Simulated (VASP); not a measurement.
# TePb (I4/mmm) in VASP: notebook

The runs below take TePb through single point, with r2SCAN.

Program: VASP 6.6.1. These are calculated values, not measurements. Logs are shortened: lines on timing, memory, paths and dates and some standing lists are left out, and cuts for length are marked.

## Step 1: The cell of the first run

It takes space group I4/mmm (No. 139, tetragonal). Conventional cell: a = 4.692 Å, b = 4.692 Å, c = 6.105 Å, α = 90.00°, β = 90.00°, γ = 90.00°. Within 4.0 Å of Te (site symmetry 4/mmm) lie 6 Pb at 3.05 to 3.32 Å. Pb (site symmetry 4/mmm) has 6 Te at 3.05 to 3.32 Å within 4.0 Å.

## Step 2: Single point, r2SCAN

POSCAR reads:

```
TePb
1.0
    0.0000000000      3.3179488732      3.0525129633
    3.3179488732      0.0000000000      3.0525129633
    3.3179488732      3.3179488732      0.0000000000
Te Pb
1 1
Direct
    0.5000000000      0.5000000000      0.5000000000
    0.0000000000      0.0000000000      0.0000000000
```

INCAR.step1 reads:

```
PREC = Accurate ; ENCUT = 520
ISMEAR = 0 ; SIGMA = 0.05
LREAL = F ; LASPH = T
NELM = 80 ; NBANDS = 17
GGA = PE ; ALGO = Normal
EDIFF = 1E-4 ; LWAVE = T
LCHARG = F
```

INCAR.step2 reads:

```
PREC = Accurate ; ENCUT = 520
EDIFF = 1E-7 ; ISMEAR = 0
SIGMA = 0.05 ; LREAL = F
LASPH = T ; NELM = 80
ALGO = Normal ; ISIF = 2
LWAVE = F ; LCHARG = F
METAGGA = R2SCAN ; LMIXTAU = T
NBANDS = 17 ; ISTART = 1
```

KPOINTS reads:

```
regular mesh
0
Gamma
  8 8 8
```

Potentials or basis: VASP PAW PBE potentials, release 64 (Te, Pb_d).

Command:

```
cat potpaw_PBE.64/Te/POTCAR potpaw_PBE.64/Pb_d/POTCAR > POTCAR
cp INCAR.step1 INCAR
mpirun -np 1 vasp_std > vasp.out
cp INCAR.step2 INCAR
mpirun -np 1 vasp_std > vasp.out
```

OUTCAR:

```text
PREC = Accurate
   ENCUT = 520
   EDIFF = 1E-7
   ISMEAR = 0
   LREAL = F
   LASPH = T
   NELM = 80
   ISIF = 2
   METAGGA = R2SCAN
   ISTART = 1

 ion  position               nearest neighbor table
   1  0.500  0.500  0.500-   2 3.05   2 3.05   2 3.32   2 3.32   2 3.32   2 3.32
   2  0.000  0.000  0.000-   1 3.05   1 3.05   1 3.32   1 3.32   1 3.32   1 3.32

  LATTYP: Found a body centered tetragonal cell.
 ALAT       =     4.6922882957
 C/A-ratio  =     1.3010764774

  Lattice vectors:

 A1 = (   0.0000000000,  -3.3179488732,  -3.0525129633)
 A2 = (   0.0000000000,   3.3179488732,  -3.0525129633)
 A3 = (   3.3179488732,   0.0000000000,   3.0525129633)

Analysis of symmetry for initial positions (statically):
=====================================================================
 Subroutine PRICEL returns:
 Original cell was already a primitive cell.

 Routine SETGRP: Setting up the symmetry group for a
 body centered tetragonal supercell.

 Subroutine GETGRP returns: Found 16 space group operations
 (whereof 16 operations were pure point group operations)
 out of a pool of 16 trial point group operations.

The static configuration has the point symmetry D_4h.

Analysis of symmetry for dynamics (positions and initial velocities):
=====================================================================
 Subroutine PRICEL returns:
 Original cell was already a primitive cell.

 Routine SETGRP: Setting up the symmetry group for a
 body centered tetragonal supercell.

 Subroutine GETGRP returns: Found 16 space group operations
 (whereof 16 operations were pure point group operations)
 out of a pool of 16 trial point group operations.

The dynamic configuration has the point symmetry D_4h.

 Subroutine INISYM returns: Found 16 space group operations
 (whereof 16 operations are pure point group operations),
 and found     1 'primitive' translations

----------------------------------------------------------------------------------------

                                     Primitive cell

  volume of cell :      67.2089

  direct lattice vectors                    reciprocal lattice vectors
     0.000000000  3.317948873  3.052512963    -0.150695511  0.150695511  0.163799468
     3.317948873  0.000000000  3.052512963     0.150695511 -0.150695511  0.163799468
     3.317948873  3.317948873  0.000000000     0.150695511  0.150695511 -0.163799468
[... 76 lines left out ...]
   ISTART =      1    job   : 0-new  1-cont  2-samecut
   ICHARG =      0    charge: 1-file 2-atom 10-const
   ISPIN  =      1    spin polarized calculation?
   LNONCOLLINEAR =      F non collinear calculations
   LSORBIT =      F    spin-orbit coupling
   LASPH  =      T    aspherical Exc in radial PAW
   ENCUT  =  520.0 eV  38.22 Ry    6.18 a.u.   8.38  8.38  8.72*2*pi/ulx,y,z
   NELM   =     80;   NELMIN=  2; NELMDL=  0     # of ELM steps
   EDIFF  = 0.1E-06   stopping-criterion for ELM
   LREAL  =      F    real-space projection
   EDIFFG = 0.1E-05   stopping-criterion for IOM
   NSW    =      0    number of steps for IOM
   IBRION =     -1    ionic relax: 0-MD 1-quasi-New 2-CG
   NFREE  =      0    steps in history (QN), initial steepest desc. (CG)
   ISIF   =      2    stress and relaxation
   ISYM   =      2    0-nonsym 1-usesym 2-fastsym
   POTIM  = 0.5000    time-step for ionic-motion
   TEBEG  =    0.0;   TEEND  =   0.0 temperature during run
   PSTRESS=    0.0 pullay stress
   NELECT =      20.0000    total number of electrons
   NUPDOWN=      -1.0000    fix difference up-down
   EMIN   =  10.00;   EMAX   =-10.00  energy-range for DOS
   EFERMI =   0.00;   METHOD = LEGACY
   ISMEAR =     0;   SIGMA  =   0.05  broadening in eV -4-tet -1-fermi 0-gaus
   EFERMI_NEDOS =   21; number of points for ismear=-14 and -15
   IALGO  =     38    algorithm
   IMIX   =      4    mixing-type and parameters
     AMIX     =   0.40;   BMIX     =  1.00
     AMIX_MAG =   1.60;   BMIX_MAG =  1.00
  volume/ion in A,a.u.               =      33.60       226.77
  Fermi-wavevector in a.u.,A,eV,Ry     =   1.092972  2.065418 16.253366  1.194589
  Thomas-Fermi vector in A             =   2.229249
   LORBIT       =      0    0 simple, 1 ext, 2 COOP (PROOUT), +10 PAW based schemes
   METAGGA = R2SCAN    functional components
   LHFCALC =     F    Hartree Fock is set to
   AEXX    =    0.0000 exact exchange contribution
   IVDW    =     0    specifies the selected vdW correction
   LEPSILON=     F    determine dielectric tensor
   LRPA    =     F    only Hartree local field effects (RPA)
 non-spin polarized calculation
 Gauss-broadening in eV      SIGMA  =   0.05
  energy-cutoff  :      520.00
  volume of cell :       67.21
 maximum number of plane-waves:      1844
 NGX is ok and might be reduce to    36

 number of electron      20.0000003 magnetization

 Free energy of the ion-electron system (eV)
  ---------------------------------------------------
  ext. energy  EPLUGINS =         0.00000000
  ---------------------------------------------------
  free energy    TOTEN  =       -82.55438727 eV

  energy without entropy =      -82.55438727  energy(sigma->0) =      -82.55438727

 E-fermi :   6.0241     XC(G=0):  -9.8222

 val. band max:        5.8056727459   @ k =   0.5000   0.0000   0.0000
 cond. band min:       6.4304447609   @ k =   0.5000   0.0000   0.0000
 fundamental gap:      0.6247720150
 Fermi energy:         6.0240829624

 k-point     1 :       0.0000    0.0000    0.0000
  band No.  band energies     occupation
      1     -11.8368      2.00000
      2     -11.8236      2.00000
      3     -11.8185      2.00000
      4     -11.8000      2.00000
      5     -11.8000      2.00000
      6      -7.0218      2.00000
[... 457 lines left out ...]
      4     -11.7954      2.00000
      5     -11.7837      2.00000
      6      -6.0310      2.00000
[... 9 lines left out ...]
     16      14.5570      0.00000
     17      15.9469      0.00000

 [... further k-points ...]
[... 5 lines left out ...]
  --------------------------------------------------------------------------------------
  -------------------------------------------------------------------------------------
  Total       -0.5769539     -0.5769539      4.6497698      0.0000000      0.0000000     -0.0000000
  in kB      -13.7538671    -13.7538671    110.8447533      0.0000000      0.0000000     -0.0000000
  external PRESSURE =      27.7790063 kB  Pullay stress =       0.0000000 kB

 VOLUME and BASIS-vectors are now :
 -----------------------------------------------------------------------------
  energy-cutoff  :      520.00
  volume of cell :       67.21
      direct lattice vectors                 reciprocal lattice vectors
     0.000000000  3.317948873  3.052512963    -0.150695511  0.150695511  0.163799468
     3.317948873  0.000000000  3.052512963     0.150695511 -0.150695511  0.163799468
     3.317948873  3.317948873  0.000000000     0.150695511  0.150695511 -0.163799468

 POSITION                                       TOTAL-FORCE (eV/Angst)
 -----------------------------------------------------------------------------------
      3.31795      3.31795      3.05251         0.000000      0.000000      0.000000
      0.00000      0.00000      0.00000         0.000000      0.000000     -0.000000
 -----------------------------------------------------------------------------------
    total drift:                               -0.000000      0.000000      0.000000

  FREE ENERGIE OF THE ION-ELECTRON SYSTEM (eV)
  ---------------------------------------------------
  free  energy   TOTEN  =       -82.5543872675 eV

  energy  without entropy=      -82.5543872675  energy(sigma->0) =      -82.55438727
```

OUTCAR.step1:

```text
PREC = Accurate
   ENCUT = 520
   ISMEAR = 0
   LREAL = F
   LASPH = T
[... 702 lines left out ...]
 -----------------------------------------------------------------------------------
      3.31795      3.31795      3.05251         0.000000     -0.000000      0.000000
      0.00000      0.00000      0.00000        -0.000000      0.000000     -0.000000
 -----------------------------------------------------------------------------------
    total drift:                               -0.000000      0.000000      0.000000

  FREE ENERGIE OF THE ION-ELECTRON SYSTEM (eV)
  ---------------------------------------------------
  free  energy   TOTEN  =        -7.3629315725 eV

  energy  without entropy=       -7.3629315723  energy(sigma->0) =       -7.36293157
```

It took 3.3 min on 1 thread of Intel Xeon 6975P-C (Granite Rapids), shared host; peak memory 0.24 GiB.

What came out:

| Quantity | Value |
| --- | --- |
| Free energy | -82.5544 eV |
| Pressure | 2.8 GPa |
| Band gap on the k mesh | 0.62 eV, direct |

Caveat: the PAW data sets were made with another functional, which shifts forces and pressure a little; spin-orbit coupling is left out, which moves the levels of the heavy elements.

## Step 3: Single point, r2SCAN

This run uses another cell than the first one, of the same volume but with other edges.

POSCAR reads:

```
TePb
1.0
    0.0000000000      3.1260894710      3.4386984180
    3.1260894710      0.0000000000      3.4386984180
    3.1260894710      3.1260894710      0.0000000000
Te Pb
1 1
Direct
    0.5000000000      0.5000000000      0.5000000000
    0.0000000000      0.0000000000      0.0000000000
```

INCAR.step1 reads:

```
PREC = Accurate
ENCUT = 520
ISMEAR = 0
SIGMA = 0.05
LREAL = False
LASPH = True
NELM = 60
NBANDS = 17
GGA = PE
ALGO = Normal
EDIFF = 1E-4
LWAVE = True
LCHARG = False
```

INCAR.step2 reads:

```
PREC = Accurate
ENCUT = 520
EDIFF = 1E-6
ISMEAR = 0
SIGMA = 0.05
LREAL = False
LASPH = True
NELM = 60
ALGO = Normal
ISIF = 2
LWAVE = False
LCHARG = False
METAGGA = R2SCAN
LMIXTAU = True
NBANDS = 17
ISTART = 1
```

KPOINTS reads:

```
Automatic mesh
0
Gamma
  8 8 8
```

Potentials or basis: VASP PAW PBE potentials, release 64 (Te, Pb_d).

Command:

```
cat potpaw_PBE.64/Te/POTCAR potpaw_PBE.64/Pb_d/POTCAR > POTCAR
cp INCAR.step1 INCAR
mpirun -np 1 vasp_std > vasp.out
cp INCAR.step2 INCAR
mpirun -np 1 vasp_std > vasp.out
```

It took 3 min on 1 thread of Intel Xeon 6975P-C (Granite Rapids), shared host; peak memory 0.24 GiB.

Results (log left out):

```
Free energy            : -82.5476 eV
Pressure               : 2.9 GPa
Band gap on the k mesh : 0.58 eV, direct
```

Stress tensor (GPa, compression positive):
```
 6.37  0.00  0.00
 0.00  6.37  0.00
 0.00  0.00 -3.89
```

Levels at points of the mesh, in eV from the valence-band top:
```csv
k point,band 7,band 8,band 9,band 10,band 11,band 12,band 13,band 14
"(0.00, 0.00, 0.00)",-5.76,-2.04,-2.04,-1.17,2.85,4.92,4.92,5.62
"(0.50, 0.00, 0.00)",-9.19,-1.46,-1.09,0.00,0.58,1.31,1.38,8.70
"(0.50, 0.50, 0.00)",-7.14,-4.81,-3.09,-3.09,3.58,5.97,5.97,6.07
"(0.50, 0.00, 0.50)",-7.93,-5.04,-3.79,-2.76,3.29,4.37,6.77,7.51
```

Caveat: the PAW data sets were made with another functional, which shifts forces and pressure a little; spin-orbit coupling is left out, which moves the levels of the heavy elements.

## Step 4: Single point, r2SCAN

This run uses another cell than the first one, of the same volume but with other edges.

POSCAR reads:

```
TePb
1.0
    0.0000000000      3.7252993776      2.4214445955
    3.7252993776      0.0000000000      2.4214445955
    3.7252993776      3.7252993776      0.0000000000
Te Pb
1 1
Direct
    0.5000000000      0.5000000000      0.5000000000
    0.0000000000      0.0000000000      0.0000000000
```

INCAR.step1 reads:

```
SYSTEM = TePb
PREC = Accurate
ENCUT = 520
ISMEAR = 0
SIGMA = 0.05
LREAL = .False.
LASPH = .True.
NELM = 60
NBANDS = 17
GGA = PE
ALGO = Normal
EDIFF = 1E-4
LWAVE = .True.
LCHARG = .False.
```

INCAR.step2 reads:

```
SYSTEM = TePb
PREC = Accurate
ENCUT = 520
EDIFF = 1E-6
ISMEAR = 0
SIGMA = 0.05
LREAL = .False.
LASPH = .True.
NELM = 60
ALGO = Normal
ISIF = 2
LWAVE = .False.
LCHARG = .True.
METAGGA = R2SCAN
LMIXTAU = .True.
LELF = .True.
LVHAR = .True.
NBANDS = 17
ISTART = 1
```

KPOINTS reads:

```
regular mesh
0
Gamma
  8 8 8
  0 0 0
```

Command:

```
cat potpaw_PBE.64/Te/POTCAR potpaw_PBE.64/Pb_d/POTCAR > POTCAR
cp INCAR.step1 INCAR
mpirun -np 1 vasp_std > vasp.out
cp INCAR.step2 INCAR
mpirun -np 1 vasp_std > vasp.out
```

Run time: 3.5 min. Hardware: 1 thread of Intel Xeon 6975P-C (Granite Rapids), shared host; peak memory 0.25 GiB.

Results (log left out):

```
Free energy            : -78.6567 eV
Pressure               : 24.9 GPa
Band gap on the k mesh : zero (band 10 reaches 8.00 eV, above the bottom of band 11 at 5.93 eV)
```

Stress tensor (GPa, compression positive):
```
-0.39  0.00  0.00
 0.00 -0.39  0.00
 0.00  0.00 75.57
```

Levels at points of the mesh, in eV from the Fermi level:
| k point | band 8 | band 9 | band 10 | band 11 | band 12 | band 13 |
| --- | --- | --- | --- | --- | --- | --- |
| (0.00, 0.00, 0.00) | -5.06 | -2.58 | -2.58 | 1.60 | 1.60 | 3.39 |
| (0.50, 0.00, 0.00) | -2.96 | -2.86 | -1.16 | -0.72 | 3.56 | 4.41 |
| (0.50, 0.50, 0.00) | -6.94 | -5.34 | -5.34 | 1.74 | 4.48 | 4.48 |
| (0.50, 0.00, 0.50) | -6.18 | -6.00 | -2.35 | 1.15 | 4.01 | 4.80 |

Caveat: the PAW data sets were made with another functional, which shifts forces and pressure a little; spin-orbit coupling is left out, which moves the levels of the heavy elements.

## Step 5: Single point, r2SCAN

This run uses another cell than the first one, of the same volume but with other edges.

POSCAR reads:

```
TePb
1.0
    0.0000000000      2.8190441597      4.2285662396
    2.8190441597      0.0000000000      4.2285662396
    2.8190441597      2.8190441597      0.0000000000
Te Pb
1 1
Direct
    0.5000000000      0.5000000000      0.5000000000
    0.0000000000      0.0000000000      0.0000000000
```

INCAR.step1 reads:

```
SYSTEM = TePb
ALGO     = Normal         ! electronic algorithm
EDIFF    = 1E-4           ! SCF threshold, eV
ENCUT    = 520            ! plane-wave cutoff, eV
GGA      = PE             ! functional
ISMEAR   = 0              ! smearing method
LASPH    = .TRUE.         ! aspherical terms in the spheres
LCHARG   = .FALSE.        ! write CHGCAR
LREAL    = .FALSE.        ! projectors in reciprocal space
LWAVE    = .TRUE.         ! write WAVECAR
NBANDS   = 17             ! bands
NELM     = 60             ! most SCF steps
PREC     = Accurate       ! precision mode
SIGMA    = 0.05           ! smearing width, eV
```

INCAR.step2 reads:

```
SYSTEM = TePb
ALGO     = Normal         ! electronic algorithm
EDIFF    = 1E-7           ! SCF threshold, eV
ENCUT    = 520            ! plane-wave cutoff, eV
ISIF     = 2              ! what is computed and relaxed
ISMEAR   = 0              ! smearing method
ISTART   = 1            
LASPH    = .TRUE.         ! aspherical terms in the spheres
LCHARG   = .FALSE.        ! write CHGCAR
LMIXTAU  = .TRUE.       
LREAL    = .FALSE.        ! projectors in reciprocal space
LWAVE    = .FALSE.        ! write WAVECAR
METAGGA  = R2SCAN         ! meta-GGA
NBANDS   = 17             ! bands
NELM     = 60             ! most SCF steps
PREC     = Accurate       ! precision mode
SIGMA    = 0.05           ! smearing width, eV
```

KPOINTS reads:

```
k-points
0
G
  8 8 8
  0 0 0
```

Command:

```
cat potpaw_PBE.64/Te/POTCAR potpaw_PBE.64/Pb_d/POTCAR > POTCAR
cp INCAR.step1 INCAR
mpirun -np 1 vasp_std > vasp.out
cp INCAR.step2 INCAR
mpirun -np 1 vasp_std > vasp.out
```

It took 3.4 min on 1 thread of Intel Xeon 6975P-C (Granite Rapids), shared host; peak memory 0.25 GiB.

It converged, with:

* Free energy: -80.7996 eV
* Pressure: 15.9 GPa
* Band gap on the k mesh: zero (band 10 reaches 6.62 eV, above the bottom of band 11 at 5.97 eV)

Stress tensor (GPa, compression positive):
```
25.17  0.00  0.00
 0.00 25.17  0.00
 0.00  0.00 -2.74
```

Levels at points of the mesh, in eV from the Fermi level:
```
           k point  band 8  band 9  band 10  band 11  band 12  band 13
(0.00, 0.00, 0.00)   -3.64   -3.64    -3.11     2.29     2.68     4.30
(0.50, 0.00, 0.00)   -2.69   -1.28    -0.72     0.95     1.28     1.59
(0.50, 0.50, 0.00)   -5.38   -3.86    -3.86     3.60     3.95     6.96
(0.50, 0.00, 0.50)   -6.64   -6.35    -2.46     1.40     2.94     6.81
```

Caveat: the PAW data sets were made with another functional, which shifts forces and pressure a little; spin-orbit coupling is left out, which moves the levels of the heavy elements.

## Step 6: Single point, r2SCAN

POSCAR reads:

```
TePb
1.0
    0.0000000000      3.2712109733      3.1403625344
    3.2712109733      0.0000000000      3.1403625344
    3.2712109733      3.2712109733      0.0000000000
Te Pb
1 1
Direct
    0.5000000000      0.5000000000      0.5000000000
    0.0000000000      0.0000000000      0.0000000000
```

INCAR.step1 reads:

```
SYSTEM = TePb
ALGO = Normal ; EDIFF = 1E-4
ENCUT = 520 ; GGA = PE
ISMEAR = 0 ; LASPH = .TRUE.
LCHARG = .FALSE. ; LREAL = .FALSE.
LWAVE = .TRUE. ; NBANDS = 17
NELM = 100 ; PREC = Accurate
SIGMA = 0.05
```

INCAR.step2 reads:

```
SYSTEM = TePb
ALGO = Normal ; EDIFF = 1E-6
ENCUT = 520 ; ISIF = 2
ISMEAR = 0 ; ISTART = 1
LASPH = .TRUE. ; LCHARG = .FALSE.
LMIXTAU = .TRUE. ; LREAL = .FALSE.
LWAVE = .FALSE. ; METAGGA = R2SCAN
NBANDS = 17 ; NELM = 100
PREC = Accurate ; SIGMA = 0.05
```

KPOINTS is that of step 5.

Potentials or basis: VASP PAW PBE potentials, release 64 (Te, Pb_d).

Command:

```
cat potpaw_PBE.64/Te/POTCAR potpaw_PBE.64/Pb_d/POTCAR > POTCAR
cp INCAR.step1 INCAR
mpirun -np 1 vasp_std > vasp.out
cp INCAR.step2 INCAR
mpirun -np 1 vasp_std > vasp.out
```

Wall time 2.3 min (1 thread of Intel Xeon 6975P-C (Granite Rapids), shared host); peak memory 0.25 GiB.

The run converged. Its results:

```yaml
Free_energy: -82.6610 eV
Pressure: 2.0 GPa
Band_gap_on_the_k_mesh: 0.91 eV, direct
```

Stress tensor (GPa, compression positive):
```
0.08 0.00 0.00
0.00 0.08 0.00
0.00 0.00 5.72
```

Levels at points of the mesh, in eV from the valence-band top:
```
           k point  band 8  band 9  band 10  band 11  band 12  band 13
(0.00, 0.00, 0.00)   -1.87   -1.43    -1.43     3.97     3.97     4.98
(0.50, 0.00, 0.00)   -1.15   -1.06     0.00     0.91     1.26     1.49
(0.50, 0.50, 0.00)   -4.85   -3.12    -3.12     3.41     5.67     5.67
(0.50, 0.00, 0.50)   -4.76   -3.26    -2.80     3.56     5.31     6.41
```

Caveat: the PAW data sets were made with another functional, which shifts forces and pressure a little; spin-orbit coupling is left out, which moves the levels of the heavy elements.

## Step 7: Summary

| cell | gap on the mesh (eV) | pressure (GPa) |
| --- | --- | --- |
| a = 4.509, b = 4.509, c = 4.692 Å, angles 58.6, 58.6, 62.7°, 2 atoms | 0.62 | 2.8 |
| a = 4.647, b = 4.647, c = 4.421 Å, angles 61.6, 61.6, 56.8°, 2 atoms | 0.58 | 2.9 |
| a = 4.443, b = 4.443, c = 5.268 Å, angles 53.6, 53.6, 72.7°, 2 atoms | none | 24.9 |
| a = 5.082, b = 5.082, c = 3.987 Å, angles 66.9, 66.9, 46.2°, 2 atoms | none | 15.9 |
| a = 4.535, b = 4.535, c = 4.626 Å, angles 59.3, 59.3, 61.3°, 2 atoms | 0.91 | 2.0 |

Alike in all rows: task single point; level r2SCAN; potentials or basis VASP PAW PBE potentials, release 64 (Te, Pb_d); no spin polarisation; k mesh 8 × 8 × 8; cutoff (eV) 520; smearing gaussian 0.05 eV.

Caveats: the PAW data sets were made with another functional, which shifts forces and pressure a little; spin-orbit coupling is left out, which moves the levels of the heavy elements.

Absolute energies hang on the potentials; compare differences alone.
